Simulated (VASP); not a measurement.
Runs of VASP 6.6.1 on K2S. The structure is that of space group Fm-3m (No. 225), or close to it. The cells are those of the table. 

```tsv
task	cell	gap on the mesh (eV)	pressure (GPa)
single point	a = 4.620 Å, angles 60.0, 60.0, 90.0°, 3 atoms	3.18	15.3
relaxation of cell and atoms	relaxed to 2 GPa from a = 5.187 Å, angles 60.0, 60.0, 90.0°, 3 atoms	2.54	2.0
relaxation of cell and atoms	relaxed to -2 GPa from a = 5.187 Å, angles 60.0, 60.0, 90.0°, 3 atoms	2.03	-2.0
single point	a = 5.046 Å, angles 60.0, 60.0, 90.0°, 3 atoms	2.54	(b)
single point	a = 4.943 Å, angles 60.0, 60.0, 90.0°, 3 atoms	(a)	4.1
```

Alike in all rows: level PBEsol; potentials or basis VASP PAW PBE potentials, release 64 (K_sv, S); no spin polarisation; k mesh 6 × 6 × 6; cutoff (eV) 500; smearing gaussian 0.01 eV.

Problem. Estimate the missing entries.

Solution. (a) 2.70; (b) 2.1.

Caveats: the PAW data sets were made with another functional, which shifts forces and pressure a little; the cell is relaxed towards a set pressure, so the enthalpy falls and the energy may rise (some runs).

A k mesh can miss the band edges.
